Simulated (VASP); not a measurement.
# BAs (I-4m2) in VASP: electric field gradients with LDA

Aim: the electric field gradients of BAs with LDA.

All numbers are computed with VASP 6.6.1; they aren't measurements. Logs are shortened: lines on timing, memory, paths and dates and some standing lists are left out, and cuts for length are marked.

## Step 1: The cell of the first run

Symmetry: I-4m2, No. 119, tetragonal system. Conventional cell: a = 3.310 Å, b = 3.310 Å, c = 4.777 Å, α = 90.00°, β = 90.00°, γ = 90.00°. B (site symmetry -4m2) has 4 As at 2.04 Å within 2.7 Å. Within 2.7 Å of As (site symmetry -4m2) lie 4 B at 2.04 Å.

## Step 2: Electric field gradients, LDA (equal xx and yy strain of -2 %)

Input file INCAR:

```
  ALGO = Normal
  EDIFF = 1E-8
  ENCUT = 420
  GGA = CA
  GGA_COMPAT = F
  ISIF = 2
  ISMEAR = -1
  LASPH = T
  LCHARG = F
  LEFG = T
  LREAL = F
  LWAVE = F
  NBANDS = 16
  NELM = 120
  PREC = Accurate
  SIGMA = 0.05
```

Input file KPOINTS:

```
k-points
0
Gamma
  13 13 13
```

Input file POSCAR:

```
BAs
1.0
    0.0000000000      2.3407300000      2.3885000000
    2.3407300000      0.0000000000      2.3885000000
    2.3407300000      2.3407300000      0.0000000000
B As
1 1
Direct
    0.0000000000      0.0000000000      0.0000000000
    0.7500000000      0.7500000000      0.7500000000
```

Potentials or basis: VASP PAW LDA potentials, release 64 (B, As_d).

Launch:

```bash
$ cat potpaw_LDA.64/B/POTCAR potpaw_LDA.64/As_d/POTCAR > POTCAR
$ mpirun -np 1 vasp_std > vasp.out
```

OUTCAR:

```text
EDIFF = 1E-8
   ENCUT = 420
   GGA = CA
   ISIF = 2
   ISMEAR = -1
   LASPH = T
   LREAL = F
   NELM = 120
   PREC = Accurate

 ion  position               nearest neighbor table
   1  0.000  0.000  0.000-   2 2.04   2 2.04   2 2.04   2 2.04
   2  0.750  0.750  0.750-   1 2.04   1 2.04   1 2.04   1 2.04

  LATTYP: Found a body centered tetragonal cell.
 ALAT       =     3.3102921119
 C/A-ratio  =     1.4430750636

  Lattice vectors:

 A1 = (  -2.3407300000,   0.0000000000,   2.3885000000)
 A2 = (   2.3407300000,   0.0000000000,   2.3885000000)
 A3 = (   0.0000000000,   2.3407300000,  -2.3885000000)

Analysis of symmetry for initial positions (statically):
=====================================================================
 Subroutine PRICEL returns:
 Original cell was already a primitive cell.

 Routine SETGRP: Setting up the symmetry group for a
 body centered tetragonal supercell.

 Subroutine GETGRP returns: Found  8 space group operations
 (whereof  8 operations were pure point group operations)
 out of a pool of 16 trial point group operations.

The static configuration has the point symmetry D_2d.

Analysis of symmetry for dynamics (positions and initial velocities):
=====================================================================
 Subroutine PRICEL returns:
 Original cell was already a primitive cell.

 Routine SETGRP: Setting up the symmetry group for a
 body centered tetragonal supercell.

 Subroutine GETGRP returns: Found  8 space group operations
 (whereof  8 operations were pure point group operations)
 out of a pool of 16 trial point group operations.

The dynamic configuration has the point symmetry D_2d.

 Subroutine INISYM returns: Found  8 space group operations
 (whereof  8 operations are pure point group operations),
 and found     1 'primitive' translations

----------------------------------------------------------------------------------------

                                     Primitive cell

  volume of cell :      26.1733

  direct lattice vectors                    reciprocal lattice vectors
     0.000000000  2.340730000  2.388500000    -0.213608575  0.213608575  0.209336404
     2.340730000  0.000000000  2.388500000     0.213608575 -0.213608575  0.209336404
     2.340730000  2.340730000  0.000000000     0.213608575  0.213608575 -0.209336404

  length of vectors
     3.344241197  3.344241197  3.310292112     0.367530919  0.367530919  0.367530919

  position of ions in fractional coordinates (direct lattice)
     0.000000000  0.000000000  0.000000000
     0.750000000  0.750000000  0.750000000

  ion indices of the primitive-cell ions
   primitive index   ion index
                 1           1
                 2           2

----------------------------------------------------------------------------------------

 KPOINTS: k-points

Automatic generation of k-mesh.
 Grid dimensions read from file:
 generate k-points for:   13   13   13

 Generating k-lattice:

  Cartesian coordinates                     Fractional coordinates (reciprocal lattice)
    -0.016431429  0.016431429  0.016102800     0.076923077  0.000000000  0.000000000
     0.016431429 -0.016431429  0.016102800     0.000000000  0.076923077  0.000000000
     0.016431429  0.016431429 -0.016102800    -0.000000000 -0.000000000  0.076923077

  Length of vectors
     0.028271609  0.028271609  0.028271609

  Shift w.r.t. Gamma in fractional coordinates (k-lattice)
     0.000000000  0.000000000  0.000000000

 Subroutine IBZKPT returns following result:
 ===========================================

 Found    196 irreducible k-points:

 Following reciprocal coordinates:
            Coordinates               Weight
  0.000000  0.000000  0.000000      1.000000
  0.076923  0.000000  0.000000      8.000000
  0.153846  0.000000  0.000000      8.000000
  0.230769  0.000000  0.000000      8.000000
  0.307692  0.000000  0.000000      8.000000
  0.384615  0.000000  0.000000      8.000000
[... 16 lines left out ...]
  0.384615  0.153846  0.000000      8.000000
  0.461538  0.153846  0.000000      8.000000
 [... further k-points ...]
   k-points           NKPTS =    196   k-points in BZ     NKDIM =    196   number of bands    NBANDS=     16
   number of dos      NEDOS =    301   number of ions     NIONS =      2
   total plane-waves  NPLWV =  13824
   dimension x,y,z NGX =    24 NGY =   24 NGZ =   24
   dimension x,y,z NGXF=    48 NGYF=   48 NGZF=   48
   ions per type =               1   1
   NGX,Y,Z   is equivalent  to a cutoff of  11.93, 11.93, 12.05 a.u.
   NGXF,Y,Z  is equivalent  to a cutoff of  23.86, 23.86, 24.11 a.u.
 SYSTEM =  unknown system
   PREC   = accura    normal or accurate (medium, high low for compatibility)
   ISTART =      0    job   : 0-new  1-cont  2-samecut
   ICHARG =      2    charge: 1-file 2-atom 10-const
   ISPIN  =      1    spin polarized calculation?
   LNONCOLLINEAR =      F non collinear calculations
   LSORBIT =      F    spin-orbit coupling
   LASPH  =      T    aspherical Exc in radial PAW
   ENCUT  =  420.0 eV  30.87 Ry    5.56 a.u.   5.59  5.59  5.53*2*pi/ulx,y,z
   NELM   =    120;   NELMIN=  2; NELMDL= -5     # of ELM steps
   EDIFF  = 0.1E-07   stopping-criterion for ELM
   LREAL  =      F    real-space projection
   EDIFFG = 0.1E-06   stopping-criterion for IOM
   NSW    =      0    number of steps for IOM
   IBRION =     -1    ionic relax: 0-MD 1-quasi-New 2-CG
   NFREE  =      0    steps in history (QN), initial steepest desc. (CG)
   ISIF   =      2    stress and relaxation
   ISYM   =      2    0-nonsym 1-usesym 2-fastsym
   POTIM  = 0.5000    time-step for ionic-motion
   TEBEG  =    0.0;   TEEND  =   0.0 temperature during run
   PSTRESS=    0.0 pullay stress
   NELECT =      18.0000    total number of electrons
   NUPDOWN=      -1.0000    fix difference up-down
   EMIN   =  10.00;   EMAX   =-10.00  energy-range for DOS
   EFERMI =   0.00;   METHOD = LEGACY
   ISMEAR =    -1;   SIGMA  =   0.05  broadening in eV -4-tet -1-fermi 0-gaus
   EFERMI_NEDOS =   21; number of points for ismear=-14 and -15
   IALGO  =     38    algorithm
   IMIX   =      4    mixing-type and parameters
     AMIX     =   0.40;   BMIX     =  1.00
     AMIX_MAG =   1.60;   BMIX_MAG =  1.00
  volume/ion in A,a.u.               =      13.09        88.31
  Fermi-wavevector in a.u.,A,eV,Ry     =   1.445039  2.730729 28.410856  2.088139
  Thomas-Fermi vector in A             =   2.563266
   LORBIT       =      0    0 simple, 1 ext, 2 COOP (PROOUT), +10 PAW based schemes
   GGA     = CA    functional components
   LHFCALC =     F    Hartree Fock is set to
   AEXX    =    0.0000 exact exchange contribution
   IVDW    =     0    specifies the selected vdW correction
   LEPSILON=     F    determine dielectric tensor
   LRPA    =     F    only Hartree local field effects (RPA)
 non-spin polarized calculation
  energy-cutoff  :      420.00
  volume of cell :       26.17
 maximum number of plane-waves:       532
   NGX = 11   NGY = 11   NGZ = 11

 number of electron      17.9999994 magnetization

 Free energy of the ion-electron system (eV)
  ---------------------------------------------------
  ext. energy  EPLUGINS =         0.00000000
  ---------------------------------------------------
  free energy    TOTEN  =       -12.93412489 eV

  energy without entropy =      -12.93412461  energy(sigma->0) =      -12.93412475

 E-fermi :   5.7368     XC(G=0): -11.6326

 val. band max:        5.2842527460   @ k =   0.0000   0.0000   0.0000
 cond. band min:       6.2258848296   @ k =   0.3846   0.0000   0.3846
 fundamental gap:      0.9416320836
 Fermi energy:         5.7367507483

 k-point     1 :       0.0000    0.0000    0.0000
  band No.  band energies     occupation
      1     -30.7115      2.00000
      2     -30.7084      2.00000
      3     -30.7084      2.00000
      4     -30.6821      2.00000
      5     -30.6802      2.00000
      6     -10.5332      2.00000
[... 8 lines left out ...]
     15      18.3304      0.00000
     16      18.9598      0.00000
[... 419 lines left out ...]
 k-point    24 :       0.4615    0.1538    0.0000
  band No.  band energies     occupation
      1     -30.7080      2.00000
      2     -30.7004      2.00000
      3     -30.6988      2.00000
      4     -30.6799      2.00000
      5     -30.6789      2.00000
      6      -7.7128      2.00000
[... 8 lines left out ...]
     15      19.4295      0.00000
     16      20.5736      0.00000

 [... further k-points ...]

------------------------ aborting loop because EDIFF is reached ----------------------------------------

  FORCE on cell =-STRESS in cart. coord.  units (eV):
  Direction    XX          YY          ZZ          XY          YZ          ZX
  --------------------------------------------------------------------------------------
  -------------------------------------------------------------------------------------
  Total        0.5853423      0.5853423     -0.1503823      0.0000000     -0.0000000      0.0000000
  in kB       35.8313057     35.8313057     -9.2055461      0.0000000     -0.0000000      0.0000000
  external PRESSURE =      20.8190217 kB  Pullay stress =       0.0000000 kB

 VOLUME and BASIS-vectors are now :
 -----------------------------------------------------------------------------
  energy-cutoff  :      420.00
  volume of cell :       26.17
      direct lattice vectors                 reciprocal lattice vectors
     0.000000000  2.340730000  2.388500000    -0.213608575  0.213608575  0.209336404
     2.340730000  0.000000000  2.388500000     0.213608575 -0.213608575  0.209336404
     2.340730000  2.340730000  0.000000000     0.213608575  0.213608575 -0.209336404

 POSITION                                       TOTAL-FORCE (eV/Angst)
 -----------------------------------------------------------------------------------
      0.00000      0.00000      0.00000         0.000000      0.000000      0.000000
      3.51110      3.51110      3.58275        -0.000000     -0.000000     -0.000000
 -----------------------------------------------------------------------------------
    total drift:                               -0.000001     -0.000001     -0.000003

  FREE ENERGIE OF THE ION-ELECTRON SYSTEM (eV)
  ---------------------------------------------------
  free  energy   TOTEN  =       -12.9341248916 eV

  energy  without entropy=      -12.9341246140  energy(sigma->0) =      -12.93412475

 Electric field gradients (V/A^2)
---------------------------------------------------------------------
 ion       V_xx      V_yy      V_zz      V_xy      V_xz      V_yz
---------------------------------------------------------------------
   1      -0.087    -0.087     0.173    -0.000    -0.000    -0.000
   2      -1.425    -1.425     2.849     0.004     0.001     0.001
---------------------------------------------------------------------

 Electric field gradients after diagonalization (V/A^2)
 (convention: |V_zz| > |V_xx| > |V_yy|)
----------------------------------------------------------------------
 ion       V_xx      V_yy      V_zz     asymmetry (V_yy - V_xx)/ V_zz
----------------------------------------------------------------------
   1      -0.087    -0.086     0.173       0.002
   2      -1.428    -1.421     2.849       0.003
----------------------------------------------------------------------

           NMR quadrupolar parameters

 Cq : quadrupolar parameter    Cq=e*Q*V_zz/h
 eta: asymmetry parameters     (V_yy - V_xx)/ V_zz
 Q  : nuclear electric quadrupole moment in mb (millibarn)
----------------------------------------------------------------------
 ion       Cq(MHz)       eta       Q (mb)
----------------------------------------------------------------------
   1       0.000       0.002       1.000
   2       0.007       0.003       1.000
----------------------------------------------------------------------
```

Run time: 34 s. Hardware: 1 thread of AMD EPYC 9R45 (Zen 5), shared host; peak memory 0.14 GiB.

What came out:

| Quantity | Value |
| --- | --- |
| Free energy | -12.9341 eV |
| Pressure | 2.1 GPa |
| Band gap on the k mesh | 0.94 eV (least direct gap 3.19 eV) |
| Largest electric field gradient by atom | B +0.2; As +2.8 V/Å² |

Stress tensor (GPa, compression positive):
```
 3.58  0.00  0.00
 0.00  3.58  0.00
 0.00  0.00 -0.92
```

Electric field gradients, principal values (V/Å²):
```csv
atom,least,middle,greatest (by size)
1 B,-0.086,-0.087,0.173
2 As,-1.421,-1.428,2.849
```

Caveat: the cell differs from its parent crystal (equal xx and yy strain of -2 %); without QUAD_EFG the Cq values of the log hold for a quadrupole moment of 1 mb, not for the nuclei.
